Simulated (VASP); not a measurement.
# KCl (Pm-3m) in VASP: notebook

The runs below take KCl through single point, with PBE.

Everything below comes from runs of VASP 6.6.1. Logs are shortened: lines on timing, memory, paths and dates and some standing lists are left out, and cuts for length are marked.

### 1 The cell of the first run

Symmetry: Pm-3m, No. 221, cubic system. The conventional cell has a = 3.868 Å, b = 3.868 Å, c = 3.868 Å, α = 90.00°, β = 90.00°, γ = 90.00°. K (site symmetry m-3m) has 8 Cl at 3.35 Å and 6 K at 3.87 Å within 4.4 Å. Within 4.4 Å of Cl (site symmetry m-3m) lie 8 K at 3.35 Å and 6 Cl at 3.87 Å.

### 2 Single point, PBE

File INCAR:

```
SYSTEM = KCl
ALGO = Normal ; EDIFF = 1E-6
ENCUT = 500 ; GGA = PE
GGA_COMPAT = .False. ; ISIF = 2
ISMEAR = 0 ; LASPH = .True.
LCHARG = .False. ; LREAL = .False.
LWAVE = .False. ; NBANDS = 15
NELM = 120 ; PREC = Accurate
SIGMA = 0.05
```

File KPOINTS:

```
k-points
0
Gamma
  4 4 4
  0 0 0
```

File POSCAR:

```
KCl
1.0
    3.8676694533      0.0000000000      0.0000000000
    0.0000000000      3.8676694533      0.0000000000
    0.0000000000      0.0000000000      3.8676694533
K Cl
1 1
Direct
    0.0000000000      0.0000000000      0.0000000000
    0.5000000000      0.5000000000      0.5000000000
```

Potentials or basis: VASP PAW PBE potentials, release 64 (K_sv, Cl).

The run is started by

```sh
$ cat potpaw_PBE.64/K_sv/POTCAR potpaw_PBE.64/Cl/POTCAR > POTCAR
$ mpirun -np 1 vasp_std > vasp.out
```

OUTCAR:

```text
SYSTEM = KCl
   EDIFF = 1E-6
   ENCUT = 500
   GGA = PE
   ISIF = 2
   ISMEAR = 0
   LASPH = .True.
   LREAL = .False.
   NELM = 120
   PREC = Accurate

 ion  position               nearest neighbor table
   1  0.000  0.000  0.000-
   2  0.500  0.500  0.500-

  LATTYP: Found a simple cubic cell.
 ALAT       =     3.8676694533

  Lattice vectors:

 A1 = (   3.8676694533,   0.0000000000,   0.0000000000)
 A2 = (   0.0000000000,   3.8676694533,   0.0000000000)
 A3 = (   0.0000000000,   0.0000000000,   3.8676694533)

Analysis of symmetry for initial positions (statically):
=====================================================================
 Subroutine PRICEL returns:
 Original cell was already a primitive cell.

 Routine SETGRP: Setting up the symmetry group for a
 simple cubic supercell.

 Subroutine GETGRP returns: Found 48 space group operations
 (whereof 48 operations were pure point group operations)
 out of a pool of 48 trial point group operations.

The static configuration has the point symmetry O_h .

Analysis of symmetry for dynamics (positions and initial velocities):
=====================================================================
 Subroutine PRICEL returns:
 Original cell was already a primitive cell.

 Routine SETGRP: Setting up the symmetry group for a
 simple cubic supercell.

 Subroutine GETGRP returns: Found 48 space group operations
 (whereof 48 operations were pure point group operations)
 out of a pool of 48 trial point group operations.

The dynamic configuration has the point symmetry O_h .

 Subroutine INISYM returns: Found 48 space group operations
 (whereof 48 operations are pure point group operations),
 and found     1 'primitive' translations

----------------------------------------------------------------------------------------

                                     Primitive cell

  volume of cell :      57.8560

  direct lattice vectors                    reciprocal lattice vectors
     3.867669453  0.000000000  0.000000000     0.258553636  0.000000000  0.000000000
     0.000000000  3.867669453  0.000000000     0.000000000  0.258553636  0.000000000
     0.000000000  0.000000000  3.867669453     0.000000000  0.000000000  0.258553636

  length of vectors
     3.867669453  3.867669453  3.867669453     0.258553636  0.258553636  0.258553636

  position of ions in fractional coordinates (direct lattice)
     0.000000000  0.000000000  0.000000000
     0.500000000  0.500000000  0.500000000

  ion indices of the primitive-cell ions
   primitive index   ion index
                 1           1
                 2           2

----------------------------------------------------------------------------------------

 KPOINTS: k-points

Automatic generation of k-mesh.
 Grid dimensions read from file:
 generate k-points for:    4    4    4

 Generating k-lattice:

  Cartesian coordinates                     Fractional coordinates (reciprocal lattice)
     0.064638409  0.000000000  0.000000000     0.250000000  0.000000000  0.000000000
     0.000000000  0.064638409  0.000000000     0.000000000  0.250000000  0.000000000
     0.000000000  0.000000000  0.064638409     0.000000000  0.000000000  0.250000000

  Length of vectors
     0.064638409  0.064638409  0.064638409

  Shift w.r.t. Gamma in fractional coordinates (k-lattice)
     0.000000000  0.000000000  0.000000000

 Subroutine IBZKPT returns following result:
 ===========================================

 Found     10 irreducible k-points:

 Following reciprocal coordinates:
            Coordinates               Weight
  0.000000  0.000000  0.000000      1.000000
  0.250000  0.000000  0.000000      6.000000
  0.500000  0.000000  0.000000      3.000000
  0.250000  0.250000  0.000000     12.000000
  0.500000  0.250000  0.000000     12.000000
  0.500000  0.500000  0.000000      3.000000
  0.250000  0.250000  0.250000      8.000000
  0.500000  0.250000  0.250000     12.000000
  0.500000  0.500000  0.250000      6.000000
  0.500000  0.500000  0.500000      1.000000
   k-points           NKPTS =     10   k-points in BZ     NKDIM =     10   number of bands    NBANDS=     15
   number of dos      NEDOS =    301   number of ions     NIONS =      2
   total plane-waves  NPLWV =  21952
   dimension x,y,z NGX =    28 NGY =   28 NGZ =   28
   dimension x,y,z NGXF=    56 NGYF=   56 NGZF=   56
   ions per type =               1   1
   NGX,Y,Z   is equivalent  to a cutoff of  12.04, 12.04, 12.04 a.u.
   NGXF,Y,Z  is equivalent  to a cutoff of  24.07, 24.07, 24.07 a.u.
 SYSTEM =  KCl
   PREC   = accura    normal or accurate (medium, high low for compatibility)
   ISTART =      0    job   : 0-new  1-cont  2-samecut
   ICHARG =      2    charge: 1-file 2-atom 10-const
   ISPIN  =      1    spin polarized calculation?
   LNONCOLLINEAR =      F non collinear calculations
   LSORBIT =      F    spin-orbit coupling
   LASPH  =      T    aspherical Exc in radial PAW
   ENCUT  =  500.0 eV  36.75 Ry    6.06 a.u.   7.05  7.05  7.05*2*pi/ulx,y,z
   NELM   =    120;   NELMIN=  2; NELMDL= -5     # of ELM steps
   EDIFF  = 0.1E-05   stopping-criterion for ELM
   LREAL  =      F    real-space projection
   EDIFFG = 0.1E-04   stopping-criterion for IOM
   NSW    =      0    number of steps for IOM
   IBRION =     -1    ionic relax: 0-MD 1-quasi-New 2-CG
   NFREE  =      0    steps in history (QN), initial steepest desc. (CG)
   ISIF   =      2    stress and relaxation
   ISYM   =      2    0-nonsym 1-usesym 2-fastsym
   POTIM  = 0.5000    time-step for ionic-motion
   TEBEG  =    0.0;   TEEND  =   0.0 temperature during run
   PSTRESS=    0.0 pullay stress
   NELECT =      16.0000    total number of electrons
   NUPDOWN=      -1.0000    fix difference up-down
   EMIN   =  10.00;   EMAX   =-10.00  energy-range for DOS
   EFERMI =   0.00;   METHOD = LEGACY
   ISMEAR =     0;   SIGMA  =   0.05  broadening in eV -4-tet -1-fermi 0-gaus
   EFERMI_NEDOS =   21; number of points for ismear=-14 and -15
   IALGO  =     38    algorithm
   IMIX   =      4    mixing-type and parameters
     AMIX     =   0.40;   BMIX     =  1.00
     AMIX_MAG =   1.60;   BMIX_MAG =  1.00
  volume/ion in A,a.u.               =      28.93       195.22
  Fermi-wavevector in a.u.,A,eV,Ry     =   1.066593  2.015569 15.478274  1.137621
  Thomas-Fermi vector in A             =   2.202182
   LORBIT       =      0    0 simple, 1 ext, 2 COOP (PROOUT), +10 PAW based schemes
   GGA     = PE    functional components
   LHFCALC =     F    Hartree Fock is set to
   AEXX    =    0.0000 exact exchange contribution
   IVDW    =     0    specifies the selected vdW correction
   LEPSILON=     F    determine dielectric tensor
   LRPA    =     F    only Hartree local field effects (RPA)
 non-spin polarized calculation
 Gauss-broadening in eV      SIGMA  =   0.05
  energy-cutoff  :      500.00
  volume of cell :       57.86
 maximum number of plane-waves:      1492
   NGX = 15   NGY = 15   NGZ = 15

 number of electron      16.0000000 magnetization

 Free energy of the ion-electron system (eV)
  ---------------------------------------------------
  ext. energy  EPLUGINS =         0.00000000
  ---------------------------------------------------
  free energy    TOTEN  =        -6.65172499 eV

  energy without entropy =       -6.65172499  energy(sigma->0) =       -6.65172499

 E-fermi :  -0.7070     XC(G=0):  -7.9754

 val. band max:       -0.9359626656   @ k =   0.5000   0.5000   0.0000
 cond. band min:       3.7678172710   @ k =   0.0000   0.0000   0.0000
 fundamental gap:      4.7037799366
 Fermi energy:        -0.7070476404

 k-point     1 :       0.0000    0.0000    0.0000
  band No.  band energies     occupation
      1     -29.0444      2.00000
      2     -13.4622      2.00000
      3     -12.4346      2.00000
      4     -12.4346      2.00000
      5     -12.4346      2.00000
      6      -1.1346      2.00000
      7      -1.1346      2.00000
      8      -1.1346      2.00000
      9       3.7678      0.00000
     10       5.6460      0.00000
     11       5.6460      0.00000
     12       9.6373      0.00000
     13       9.6373      0.00000
     14       9.6373      0.00000
     15      12.5925      0.00000

 k-point     2 :       0.2500    0.0000    0.0000
  band No.  band energies     occupation
      1     -29.0359      2.00000
      2     -13.5495      2.00000
      3     -12.4208      2.00000
      4     -12.4208      2.00000
      5     -12.3624      2.00000
      6      -1.9808      2.00000
      7      -1.1351      2.00000
      8      -1.1351      2.00000
      9       4.9626      0.00000
     10       6.1265      0.00000
     11       6.6484      0.00000
     12       9.4702      0.00000
     13       9.4702      0.00000
     14       9.8939      0.00000
     15      10.8507      0.00000

 k-point     3 :       0.5000    0.0000    0.0000
  band No.  band energies     occupation
      1     -29.0273      2.00000
      2     -13.6368      2.00000
      3     -12.4069      2.00000
      4     -12.4069      2.00000
      5     -12.2843      2.00000
      6      -2.6336      2.00000
      7      -1.1366      2.00000
      8      -1.1366      2.00000
      9       6.6561      0.00000
     10       6.9514      0.00000
     11       7.1733      0.00000
     12       9.1887      0.00000
     13       9.4622      0.00000
     14       9.4622      0.00000
     15      10.2097      0.00000

 k-point     4 :       0.2500    0.2500    0.0000
  band No.  band energies     occupation
      1     -29.0276      2.00000
      2     -13.4990      2.00000
      3     -12.5374      2.00000
      4     -12.4085      2.00000
      5     -12.3378      2.00000
      6      -1.9521      2.00000
      7      -1.6803      2.00000
      8      -1.0874      2.00000
      9       5.6293      0.00000
     10       6.4388      0.00000
     11       7.4088      0.00000
     12       8.6970      0.00000
     13       8.9470      0.00000
     14       9.6414      0.00000
     15      10.9253      0.00000

 k-point     5 :       0.5000    0.2500    0.0000
  band No.  band energies     occupation
      1     -29.0193      2.00000
      2     -13.4661      2.00000
      3     -12.5249      2.00000
      4     -12.4212      2.00000
      5     -12.3962      2.00000
      6      -2.3727      2.00000
      7      -1.6556      2.00000
      8      -1.0390      2.00000
      9       6.0593      0.00000
     10       6.6304      0.00000
     11       8.0743      0.00000
     12       8.6339      0.00000
     13       8.6756      0.00000
     14       9.2723      0.00000
     15      11.0018      0.00000

 k-point     6 :       0.5000    0.5000    0.0000
  band No.  band energies     occupation
      1     -29.0113      2.00000
      2     -13.2150      2.00000
      3     -12.6391      2.00000
      4     -12.6391      2.00000
      5     -12.3855      2.00000
      6      -2.0930      2.00000
      7      -2.0930      2.00000
      8      -0.9360      2.00000
      9       5.2280      0.00000
     10       6.3143      0.00000
     11       7.9760      0.00000
     12       7.9760      0.00000
     13      10.2188      0.00000
     14      10.2188      0.00000
     15      11.0885      0.00000

 k-point     7 :       0.2500    0.2500    0.2500
  band No.  band energies     occupation
      1     -29.0195      2.00000
      2     -13.4133      2.00000
      3     -12.5189      2.00000
      4     -12.5189      2.00000
      5     -12.3637      2.00000
      6      -1.8021      2.00000
      7      -1.6927      2.00000
      8      -1.6927      2.00000
      9       6.4873      0.00000
     10       7.3253      0.00000
     11       7.3253      0.00000
     12       8.0211      0.00000
     13       8.5925      0.00000
     14       8.5925      0.00000
     15      12.3542      0.00000

 k-point     8 :       0.5000    0.2500    0.2500
  band No.  band energies     occupation
      1     -29.0115      2.00000
      2     -13.3314      2.00000
      3     -12.5149      2.00000
      4     -12.5002      2.00000
      5     -12.4963      2.00000
      6      -2.2557      2.00000
      7      -1.7066      2.00000
      8      -1.5734      2.00000
      9       6.6475      0.00000
     10       7.1977      0.00000
     11       7.3687      0.00000
     12       8.6363      0.00000
     13       8.6539      0.00000
     14       8.9820      0.00000
     15      11.2544      0.00000

 k-point     9 :       0.5000    0.5000    0.2500
  band No.  band energies     occupation
      1     -29.0036      2.00000
      2     -13.1518      2.00000
      3     -12.6156      2.00000
      4     -12.6156      2.00000
      5     -12.4900      2.00000
      6      -2.1413      2.00000
      7      -2.1413      2.00000
      8      -1.6261      2.00000
      9       6.2361      0.00000
     10       7.6155      0.00000
     11       7.8162      0.00000
     12       7.8162      0.00000
     13       9.5290      0.00000
     14       9.5290      0.00000
     15      11.1282      0.00000

 k-point    10 :       0.5000    0.5000    0.5000
  band No.  band energies     occupation
      1     -28.9959      2.00000
      2     -13.0865      2.00000
      3     -12.5919      2.00000
      4     -12.5919      2.00000
      5     -12.5919      2.00000
      6      -2.1916      2.00000
      7      -2.1916      2.00000
      8      -2.1916      2.00000
      9       7.7959      0.00000
     10       7.7959      0.00000
     11       7.7959      0.00000
     12       8.8454      0.00000
     13       8.8454      0.00000
     14       8.8454      0.00000
     15      11.1805      0.00000

------------------------ aborting loop because EDIFF is reached ----------------------------------------

  FORCE on cell =-STRESS in cart. coord.  units (eV):
  Direction    XX          YY          ZZ          XY          YZ          ZX
  --------------------------------------------------------------------------------------
  -------------------------------------------------------------------------------------
  Total       -0.1557549     -0.1557549     -0.1557549      0.0000000     -0.0000000     -0.0000000
  in kB       -4.3132463     -4.3132463     -4.3132463      0.0000000     -0.0000000     -0.0000000
  external PRESSURE =      -4.3132463 kB  Pullay stress =       0.0000000 kB

 VOLUME and BASIS-vectors are now :
 -----------------------------------------------------------------------------
  energy-cutoff  :      500.00
  volume of cell :       57.86
      direct lattice vectors                 reciprocal lattice vectors
     3.867669453  0.000000000  0.000000000     0.258553636  0.000000000  0.000000000
     0.000000000  3.867669453  0.000000000     0.000000000  0.258553636  0.000000000
     0.000000000  0.000000000  3.867669453     0.000000000  0.000000000  0.258553636

 POSITION                                       TOTAL-FORCE (eV/Angst)
 -----------------------------------------------------------------------------------
      0.00000      0.00000      0.00000         0.000000      0.000000      0.000000
      1.93383      1.93383      1.93383         0.000000      0.000000      0.000000
 -----------------------------------------------------------------------------------
    total drift:                               -0.000000      0.000000      0.000000

  FREE ENERGIE OF THE ION-ELECTRON SYSTEM (eV)
  ---------------------------------------------------
  free  energy   TOTEN  =        -6.6517249922 eV

  energy  without entropy=       -6.6517249922  energy(sigma->0) =       -6.65172499
```

Run time: 5 s. Hardware: 1 thread of Intel Xeon 6975P-C (Granite Rapids), shared host; peak memory 0.15 GiB.

What came out:

| Quantity | Value |
| --- | --- |
| Free energy | -6.6517 eV |
| Pressure | -0.4 GPa |
| Band gap on the k mesh | 4.70 eV, indirect (least direct gap 4.90 eV) |

### 3 Single point, PBE (volume scaled by 0.974 of the coarse rest volume)

File INCAR:

```
PREC = Accurate ; ENCUT = 500
EDIFF = 1E-6 ; ISMEAR = 0
SIGMA = 0.02 ; LREAL = F
LASPH = T ; NELM = 120
ALGO = Normal ; ISIF = 2
LWAVE = F ; LCHARG = F
GGA = PE ; NBANDS = 15
GGA_COMPAT = F
```

File KPOINTS:

```
regular mesh
0
Gamma
  6 6 6
```

File POSCAR:

```
KCl
1.0
    3.8339000000      0.0000000000      0.0000000000
    0.0000000000      3.8339000000      0.0000000000
    0.0000000000      0.0000000000      3.8339000000
K Cl
1 1
Direct
    0.0000000000      0.0000000000      0.0000000000
    0.5000000000      0.5000000000      0.5000000000
```

Potentials or basis: VASP PAW PBE potentials, release 64 (K_sv, Cl).

The run is started by

```sh
$ cat potpaw_PBE.64/K_sv/POTCAR potpaw_PBE.64/Cl/POTCAR > POTCAR
$ mpirun -np 1 vasp_std > vasp.out
```

Wall time 8.2 s (1 thread of Intel Xeon 6975P-C (Granite Rapids), shared host); peak memory 0.16 GiB.

It converged, with:

```yaml
Free_energy: -6.6550 eV
Pressure: 0.0 GPa
Band_gap_on_the_k_mesh: 4.81 eV, indirect (least direct gap 5.02 eV)
```

Levels at points of the mesh, in eV from the valence-band top:
| k point | band 6 | band 7 | band 8 | band 9 | band 10 | band 11 |
| --- | --- | --- | --- | --- | --- | --- |
| (0.00, 0.00, 0.00) | -0.20 | -0.20 | -0.20 | 4.81 | 6.57 | 6.57 |
| (0.50, 0.00, 0.00) | -1.77 | -0.21 | -0.21 | 7.72 | 7.91 | 8.26 |
| (0.50, 0.50, 0.00) | -1.20 | -1.20 | 0.00 | 6.19 | 7.29 | 8.94 |
| (0.50, 0.50, 0.50) | -1.32 | -1.32 | -1.32 | 8.82 | 8.82 | 8.82 |

Caveat: the cell differs from its parent crystal (volume scaled by 0.974 of the coarse rest volume). A k mesh can miss the band edges.

### 4 Single point, PBE

This run uses another cell than the first one, of 28.18 Å³/atom, 0.974 times its volume.

File INCAR:

```
SYSTEM = KCl
PREC = Accurate
ENCUT = 500
EDIFF = 1E-6
ISMEAR = 0
SIGMA = 0.02
LREAL = .FALSE.
LASPH = .TRUE.
NELM = 120
ALGO = Normal
ISIF = 2
LWAVE = .FALSE.
LCHARG = .FALSE.
GGA = PE
NBANDS = 15
GGA_COMPAT = .FALSE.
```

File KPOINTS:

```
Automatic mesh
0
Gamma
  6 6 6
  0.5 0.5 0.5
```

POSCAR is that of step 3.

The run is started by

```sh
$ cat potpaw_PBE.64/K_sv/POTCAR potpaw_PBE.64/Cl/POTCAR > POTCAR
$ mpirun -np 1 vasp_std > vasp.out
```

Wall time 5.4 s (1 thread of Intel Xeon 6975P-C (Granite Rapids), shared host); peak memory 0.14 GiB.

It converged, with:

| Quantity | Value |
| --- | --- |
| Free energy | -6.6551 eV |
| Pressure | 0.0 GPa |
| Band gap on the k mesh | 5.43 eV, indirect (least direct gap 5.59 eV) |

Levels at points of the mesh, in eV from the valence-band top:
| k point | band 6 | band 7 | band 8 | band 9 | band 10 | band 11 |
| --- | --- | --- | --- | --- | --- | --- |
| (0.08, 0.08, 0.08) | -0.28 | -0.16 | -0.16 | 5.43 | 6.99 | 6.99 |

[end of part 1 of 2]
